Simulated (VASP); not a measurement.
# HgP (F-43m) in VASP: notebook

Runs on HgP. Level: PBEsol. Tasks: single point.

All numbers are computed with VASP 6.6.1; they aren't measurements. Logs are shortened: lines on timing, memory, paths and dates and some standing lists are left out, and cuts for length are marked.

## Step 1: The cell of the first run

It takes space group F-43m (No. 216, cubic). Conventional cell: a = 5.158 Å, b = 5.158 Å, c = 5.158 Å, α = 90.00°, β = 90.00°, γ = 90.00°. Within 3.0 Å of Hg (site symmetry -43m) lie 4 P at 2.23 Å. Within 3.0 Å of P (site symmetry -43m) lie 4 Hg at 2.23 Å.

## Step 2: Single point, PBEsol

INCAR

```
PREC     = Accurate       # precision mode
ENCUT    = 500            # plane-wave cutoff, eV
EDIFF    = 1E-6           # SCF threshold, eV
ISMEAR   = 0              # smearing method
SIGMA    = 0.05           # smearing width, eV
LREAL    = False          # projectors in reciprocal space
LASPH    = True           # aspherical terms in the spheres
NELM     = 120            # most SCF steps
ALGO     = Normal         # electronic algorithm
ISIF     = 2              # what is computed and relaxed
LWAVE    = False          # write WAVECAR
LCHARG   = False          # write CHGCAR
GGA      = PS             # functional
NBANDS   = 16             # bands
GGA_COMPAT= False
```

KPOINTS

```
regular mesh
0
Gamma
  10 10 10
```

POSCAR

```
HgP
1.0
    0.0000000000      2.5788220490      2.5788220490
    2.5788220490      0.0000000000      2.5788220490
    2.5788220490      2.5788220490      0.0000000000
Hg P
1 1
Direct
    0.0000000000      0.0000000000      0.0000000000
    0.2500000000      0.2500000000      0.2500000000
```

Potentials or basis: VASP PAW PBE potentials, release 64 (Hg, P).

Started as:

```console
cat potpaw_PBE.64/Hg/POTCAR potpaw_PBE.64/P/POTCAR > POTCAR
mpirun -np 1 vasp_std > vasp.out
```

OUTCAR:

```text
PREC = Accurate
   ENCUT = 500
   EDIFF = 1E-6
   ISMEAR = 0
   LREAL = False
   LASPH = True
   NELM = 120
   ISIF = 2
   GGA = PS

 ion  position               nearest neighbor table
   1  0.000  0.000  0.000-   2 2.23   2 2.23   2 2.23   2 2.23
   2  0.250  0.250  0.250-   1 2.23   1 2.23   1 2.23   1 2.23

  LATTYP: Found a face centered cubic cell.
 ALAT       =     5.1576440980

  Lattice vectors:

 A1 = (   0.0000000000,   2.5788220490,   2.5788220490)
 A2 = (   2.5788220490,   0.0000000000,   2.5788220490)
 A3 = (   2.5788220490,   2.5788220490,   0.0000000000)

Analysis of symmetry for initial positions (statically):
=====================================================================
 Subroutine PRICEL returns:
 Original cell was already a primitive cell.

 Routine SETGRP: Setting up the symmetry group for a
 face centered cubic supercell.

 Subroutine GETGRP returns: Found 24 space group operations
 (whereof 24 operations were pure point group operations)
 out of a pool of 48 trial point group operations.

The static configuration has the point symmetry T_d .

Analysis of symmetry for dynamics (positions and initial velocities):
=====================================================================
 Subroutine PRICEL returns:
 Original cell was already a primitive cell.

 Routine SETGRP: Setting up the symmetry group for a
 face centered cubic supercell.

 Subroutine GETGRP returns: Found 24 space group operations
 (whereof 24 operations were pure point group operations)
 out of a pool of 48 trial point group operations.

The dynamic configuration has the point symmetry T_d .

 Subroutine INISYM returns: Found 24 space group operations
 (whereof 24 operations are pure point group operations),
 and found     1 'primitive' translations

----------------------------------------------------------------------------------------

                                     Primitive cell

  volume of cell :      34.3000

  direct lattice vectors                    reciprocal lattice vectors
     0.000000000  2.578822049  2.578822049    -0.193886973  0.193886973  0.193886973
     2.578822049  0.000000000  2.578822049     0.193886973 -0.193886973  0.193886973
     2.578822049  2.578822049  0.000000000     0.193886973  0.193886973 -0.193886973

  length of vectors
     3.647005117  3.647005117  3.647005117     0.335822087  0.335822087  0.335822087

  position of ions in fractional coordinates (direct lattice)
     0.000000000  0.000000000  0.000000000
     0.250000000  0.250000000  0.250000000

  ion indices of the primitive-cell ions
   primitive index   ion index
                 1           1
                 2           2

----------------------------------------------------------------------------------------

 KPOINTS: regular mesh

Automatic generation of k-mesh.
 Grid dimensions read from file:
 generate k-points for:   10   10   10

 Generating k-lattice:

  Cartesian coordinates                     Fractional coordinates (reciprocal lattice)
    -0.019388697  0.019388697  0.019388697     0.100000000  0.000000000  0.000000000
     0.019388697 -0.019388697  0.019388697     0.000000000  0.100000000  0.000000000
     0.019388697  0.019388697 -0.019388697     0.000000000  0.000000000  0.100000000

  Length of vectors
     0.033582209  0.033582209  0.033582209

  Shift w.r.t. Gamma in fractional coordinates (k-lattice)
     0.000000000  0.000000000  0.000000000

 Subroutine IBZKPT returns following result:
 ===========================================

 Found     47 irreducible k-points:

 Following reciprocal coordinates:
            Coordinates               Weight
  0.000000  0.000000  0.000000      1.000000
  0.100000  0.000000  0.000000      8.000000
  0.200000  0.000000  0.000000      8.000000
  0.300000  0.000000  0.000000      8.000000
  0.400000  0.000000  0.000000      8.000000
  0.500000  0.000000  0.000000      4.000000
[... 16 lines left out ...]
  0.300000  0.300000  0.000000      6.000000
  0.400000  0.300000  0.000000     24.000000
 [... further k-points ...]
   k-points           NKPTS =     47   k-points in BZ     NKDIM =     47   number of bands    NBANDS=     16
   number of dos      NEDOS =    301   number of ions     NIONS =      2
   total plane-waves  NPLWV =  21952
   dimension x,y,z NGX =    28 NGY =   28 NGZ =   28
   dimension x,y,z NGXF=    56 NGYF=   56 NGZF=   56
   ions per type =               1   1
   NGX,Y,Z   is equivalent  to a cutoff of  12.76, 12.76, 12.76 a.u.
   NGXF,Y,Z  is equivalent  to a cutoff of  25.53, 25.53, 25.53 a.u.
 SYSTEM =  unknown system
   PREC   = accura    normal or accurate (medium, high low for compatibility)
   ISTART =      0    job   : 0-new  1-cont  2-samecut
   ICHARG =      2    charge: 1-file 2-atom 10-const
   ISPIN  =      1    spin polarized calculation?
   LNONCOLLINEAR =      F non collinear calculations
   LSORBIT =      F    spin-orbit coupling
   LASPH  =      T    aspherical Exc in radial PAW
   ENCUT  =  500.0 eV  36.75 Ry    6.06 a.u.   6.65  6.65  6.65*2*pi/ulx,y,z
   NELM   =    120;   NELMIN=  2; NELMDL= -5     # of ELM steps
   EDIFF  = 0.1E-05   stopping-criterion for ELM
   LREAL  =      F    real-space projection
   EDIFFG = 0.1E-04   stopping-criterion for IOM
   NSW    =      0    number of steps for IOM
   IBRION =     -1    ionic relax: 0-MD 1-quasi-New 2-CG
   NFREE  =      0    steps in history (QN), initial steepest desc. (CG)
   ISIF   =      2    stress and relaxation
   ISYM   =      2    0-nonsym 1-usesym 2-fastsym
   POTIM  = 0.5000    time-step for ionic-motion
   TEBEG  =    0.0;   TEEND  =   0.0 temperature during run
   PSTRESS=    0.0 pullay stress
   NELECT =      17.0000    total number of electrons
   NUPDOWN=      -1.0000    fix difference up-down
   EMIN   =  10.00;   EMAX   =-10.00  energy-range for DOS
   EFERMI =   0.00;   METHOD = LEGACY
   ISMEAR =     0;   SIGMA  =   0.05  broadening in eV -4-tet -1-fermi 0-gaus
   EFERMI_NEDOS =   21; number of points for ismear=-14 and -15
   IALGO  =     38    algorithm
   IMIX   =      4    mixing-type and parameters
     AMIX     =   0.40;   BMIX     =  1.00
     AMIX_MAG =   1.60;   BMIX_MAG =  1.00
  volume/ion in A,a.u.               =      17.15       115.73
  Fermi-wavevector in a.u.,A,eV,Ry     =   1.295567  2.448266 22.837283  1.678493
  Thomas-Fermi vector in A             =   2.427078
   LORBIT       =      0    0 simple, 1 ext, 2 COOP (PROOUT), +10 PAW based schemes
   GGA     = PS    functional components
   LHFCALC =     F    Hartree Fock is set to
   AEXX    =    0.0000 exact exchange contribution
   IVDW    =     0    specifies the selected vdW correction
   LEPSILON=     F    determine dielectric tensor
   LRPA    =     F    only Hartree local field effects (RPA)
 non-spin polarized calculation
 Gauss-broadening in eV      SIGMA  =   0.05
  energy-cutoff  :      500.00
  volume of cell :       34.30
 maximum number of plane-waves:       893
   NGX = 13   NGY = 13   NGZ = 13

 number of electron      16.9999999 magnetization

 Free energy of the ion-electron system (eV)
  ---------------------------------------------------
  ext. energy  EPLUGINS =         0.00000000
  ---------------------------------------------------
  free energy    TOTEN  =        -3.78428270 eV

  energy without entropy =       -3.78308635  energy(sigma->0) =       -3.78368452

 E-fermi :   6.2919     XC(G=0): -11.4798

 val. band max:        6.2755150804   @ k =   0.5000   0.1000   0.0000
 cond. band min:       6.3341934454   @ k =   0.4000   0.1000   0.0000
 fundamental gap:      0.0586783650
 Fermi energy:         6.2919000335

 k-point     1 :       0.0000    0.0000    0.0000
  band No.  band energies     occupation
      1      -8.2289      2.00000
      2      -3.5813      2.00000
      3      -3.5813      2.00000
      4      -3.5813      2.00000
      5      -2.1418      2.00000
      6      -2.1418      2.00000
[... 8 lines left out ...]
     15      18.9850      0.00000
     16      18.9850      0.00000

 k-point     2 :       0.1000    0.0000    0.0000
  band No.  band energies     occupation
      1      -8.0986      2.00000
      2      -3.5784      2.00000
      3      -3.5374      2.00000
      4      -3.5374      2.00000
      5      -2.1489      2.00000
      6      -2.1489      2.00000
[... 8 lines left out ...]
     15      18.1744      0.00000
     16      18.3494      0.00000

 k-point     3 :       0.2000    0.0000    0.0000
  band No.  band energies     occupation
      1      -7.7457      2.00000
      2      -3.5111      2.00000
      3      -3.4316      2.00000
      4      -3.4316      2.00000
      5      -2.1492      2.00000
      6      -2.1492      2.00000
[... 8 lines left out ...]
     15      17.5846      0.00000
     16      18.1317      0.00000

 k-point     4 :       0.3000    0.0000    0.0000
  band No.  band energies     occupation
      1      -7.2960      2.00000
      2      -3.3277      2.00000
      3      -3.3277      2.00000
      4      -3.2111      2.00000
      5      -2.1020      2.00000
      6      -2.1020      2.00000
[... 8 lines left out ...]
     15      17.8509      0.00000
     16      17.8509      0.00000

 k-point     5 :       0.4000    0.0000    0.0000
  band No.  band energies     occupation
      1      -6.9420      2.00000
      2      -3.2727      2.00000
      3      -3.2727      2.00000
      4      -2.4635      2.00000
      5      -2.0149      2.00000
      6      -2.0149      2.00000
[... 8 lines left out ...]
     15      18.7856      0.00000
     16      18.7856      0.00000

 k-point     6 :       0.5000    0.0000    0.0000
  band No.  band energies     occupation
      1      -6.8158      2.00000
      2      -3.2591      2.00000
      3      -3.2591      2.00000
      4      -1.9688      2.00000
      5      -1.9688      2.00000
      6      -1.3603      2.00000
[... 8 lines left out ...]
     15      19.4221      0.00000
     16      19.4221      0.00000
[... 267 lines left out ...]
 k-point    21 :      -0.3000    0.2000    0.0000
  band No.  band energies     occupation
      1      -6.7872      2.00000
      2      -3.2640      2.00000
      3      -3.0887      2.00000
      4      -2.7475      2.00000
      5      -2.1977      2.00000
      6      -1.7892      2.00000
[... 8 lines left out ...]
     15      19.1192      0.00000
     16      21.4769      0.00000

 k-point    22 :      -0.2000    0.2000    0.0000
  band No.  band energies     occupation
      1      -7.1312      2.00000
      2      -3.3630      2.00000
      3      -3.2261      2.00000
      4      -3.1394      2.00000
      5      -2.2594      2.00000
      6      -1.9269      2.00000
[... 8 lines left out ...]
     15      19.5118      0.00000
     16      20.8561      0.00000

 k-point    23 :       0.3000    0.3000    0.0000
  band No.  band energies     occupation
      1      -6.9662      2.00000
      2      -3.6907      2.00000
      3      -2.9342      2.00000
      4      -2.9342      2.00000
      5      -2.3136      2.00000
      6      -1.8808      2.00000
[... 8 lines left out ...]
     15      18.2132      0.00000
     16      22.6566      0.00000

 k-point    24 :       0.4000    0.3000    0.0000
  band No.  band energies     occupation
      1      -6.6791      2.00000
      2      -3.5956      2.00000
      3      -2.8164      2.00000
      4      -2.7900      2.00000
      5      -2.0037      2.00000
      6      -1.8372      2.00000
[... 8 lines left out ...]
     15      18.6569      0.00000
     16      22.7135      0.00000

 [... further k-points ...]

------------------------ aborting loop because EDIFF is reached ----------------------------------------

  FORCE on cell =-STRESS in cart. coord.  units (eV):
  Direction    XX          YY          ZZ          XY          YZ          ZX
  --------------------------------------------------------------------------------------
  -------------------------------------------------------------------------------------
  Total       11.6855334     11.6855334     11.6855334     -0.0000000     -0.0000000      0.0000000
  in kB      545.8395526    545.8395526    545.8395526     -0.0000000     -0.0000000      0.0000000
  external PRESSURE =     545.8395526 kB  Pullay stress =       0.0000000 kB

 VOLUME and BASIS-vectors are now :
 -----------------------------------------------------------------------------
  energy-cutoff  :      500.00
  volume of cell :       34.30
      direct lattice vectors                 reciprocal lattice vectors
     0.000000000  2.578822049  2.578822049    -0.193886973  0.193886973  0.193886973
     2.578822049  0.000000000  2.578822049     0.193886973 -0.193886973  0.193886973
     2.578822049  2.578822049  0.000000000     0.193886973  0.193886973 -0.193886973

 POSITION                                       TOTAL-FORCE (eV/Angst)
 -----------------------------------------------------------------------------------
      0.00000      0.00000      0.00000        -0.000000     -0.000000     -0.000000
      1.28941      1.28941      1.28941         0.000000      0.000000      0.000000
 -----------------------------------------------------------------------------------
    total drift:                                0.000000      0.000000     -0.000000

  FREE ENERGIE OF THE ION-ELECTRON SYSTEM (eV)
  ---------------------------------------------------
  free  energy   TOTEN  =        -3.7842826972 eV

  energy  without entropy=       -3.7830863459  energy(sigma->0) =       -3.78368452
```

It took 12 s on 1 thread of AMD EPYC 9R45 (Zen 5), shared host; peak memory 0.14 GiB.

What came out:

```yaml
Free_energy: -3.7843 eV
Pressure: 54.6 GPa
Band_gap_on_the_k_mesh: zero (an odd number of electrons rules out a gap without spin polarisation)
```

Caveat: the cell stands under pressure; the PAW data sets were made with another functional, which shifts forces and pressure a little; spin-orbit coupling is left out, which moves the levels of the heavy elements.

## Step 3: Single point, PBEsol (23.13 Å³/atom)

This run uses another cell than the first one, of 23.13 Å³/atom.

INCAR

```
SYSTEM = HgP
PREC = Accurate
ENCUT = 500
EDIFF = 1E-6
ISMEAR = 0
SIGMA = 0.05
LREAL = .False.
LASPH = .True.
NELM = 120
ALGO = Normal
ISIF = 2
LWAVE = .False.
LCHARG = .False.
GGA = PS
NBANDS = 16
GGA_COMPAT = .False.
```

KPOINTS

```
Automatic mesh
0
Gamma
  10 10 10
  0 0 0
```

POSCAR

```
HgP
1.0
    0.0000000000      2.8492450895      2.8492450895
    2.8492450895      0.0000000000      2.8492450895
    2.8492450895      2.8492450895      0.0000000000
Hg P
1 1
Direct
    0.0000000000      0.0000000000      0.0000000000
    0.2500000000      0.2500000000      0.2500000000
```

Potentials or basis: VASP PAW PBE potentials, release 64 (Hg, P).

Started as:

```console
cat potpaw_PBE.64/Hg/POTCAR potpaw_PBE.64/P/POTCAR > POTCAR
mpirun -np 1 vasp_std > vasp.out
```

It took 14 s on 1 thread of AMD EPYC 9R45 (Zen 5), shared host; peak memory 0.16 GiB.

The run converged. Its results:

```yaml
Free_energy: -5.4911 eV
Pressure: 3.6 GPa
Band_gap_on_the_k_mesh: zero (an odd number of electrons rules out a gap without spin polarisation)
```

Levels at points of the mesh, in eV from the Fermi level:
```
           k point  band 5  band 6  band 7  band 8  band 9  band 10  band 11  band 12  band 13  band 14
(0.00, 0.00, 0.00)   -6.84   -6.84    1.63    1.79    1.79     1.79     5.66     5.66     5.66     9.75
(0.50, 0.00, 0.00)   -6.76   -6.13   -5.53    0.30    0.30     2.63     6.67     6.67     8.44    10.46
(0.50, 0.50, 0.00)   -6.64   -5.84   -5.07   -1.58   -1.58     3.59     3.69    10.22    11.46    11.60
```

Caveat: the cell stands under pressure; the PAW data sets were made with another functional, which shifts forces and pressure a little; spin-orbit coupling is left out, which moves the levels of the heavy elements.

## Step 4: Single point, PBEsol (23.61 Å³/atom)

This run uses another cell than the first one, of 23.61 Å³/atom.

INCAR

```
ALGO = Normal
EDIFF = 1E-6
ENCUT = 500
GGA = PS
GGA_COMPAT = False
ISIF = 2
ISMEAR = 0
LASPH = True
LCHARG = False
LREAL = False
LWAVE = False
NBANDS = 16
NELM = 120
PREC = Accurate
SIGMA = 0.05
```

KPOINTS

```
k-points
0
Gamma
  10 10 10
```

POSCAR

```
HgP
1.0
    0.0000000000      2.8688956766      2.8688956766
    2.8688956766      0.0000000000      2.8688956766
    2.8688956766      2.8688956766      0.0000000000
Hg P
1 1
Direct
    0.0000000000      0.0000000000      0.0000000000
    0.2500000000      0.2500000000      0.2500000000
```

Started as:

```console
cat potpaw_PBE.64/Hg/POTCAR potpaw_PBE.64/P/POTCAR > POTCAR
mpirun -np 1 vasp_std > vasp.out
```

Wall time 14 s (1 thread of AMD EPYC 9R45 (Zen 5), shared host); peak memory 0.16 GiB.

Results (log left out):

```yaml
Free_energy: -5.5079 eV
Pressure: 1.9 GPa
Band_gap_on_the_k_mesh: zero (an odd number of electrons rules out a gap without spin polarisation)
```

Levels at points of the mesh, in eV from the Fermi level:
| k point | band 6 | band 7 | band 8 | band 9 | band 10 | band 11 | band 12 | band 13 |
| --- | --- | --- | --- | --- | --- | --- | --- | --- |
| (0.00, 0.00, 0.00) | -6.76 | 1.52 | 1.73 | 1.73 | 1.73 | 5.66 | 5.66 | 5.66 |
| (0.50, 0.00, 0.00) | -6.07 | -5.42 | 0.29 | 0.29 | 2.57 | 6.64 | 6.64 | 8.37 |
| (0.50, 0.50, 0.00) | -5.79 | -5.00 | -1.52 | -1.52 | 3.58 | 3.66 | 10.08 | 11.44 |

Caveat: the PAW data sets were made with another functional, which shifts forces and pressure a little; spin-orbit coupling is left out, which moves the levels of the heavy elements.

## Step 5: The runs side by side

```tsv
cell	gap on the mesh (eV)	pressure (GPa)
a = 3.647 Å, angles 60.0°, 2 atoms	none	54.6
a = 4.029 Å, angles 60.0°, 2 atoms	none	3.6
a = 4.057 Å, angles 60.0°, 2 atoms	none	1.9
```

Alike in all rows: task single point; level PBEsol; potentials or basis VASP PAW PBE potentials, release 64 (Hg, P); no spin polarisation; k mesh 10 × 10 × 10; cutoff (eV) 500; smearing gaussian 0.05 eV.

Caveats: the PAW data sets were made with another functional, which shifts forces and pressure a little; spin-orbit coupling is left out, which moves the levels of the heavy elements; the cell stands under pressure (at least some runs).

Absolute energies hang on the potentials; compare differences alone.

The gap in the log of VASP goes by the Fermi energy; the results here count the filled bands.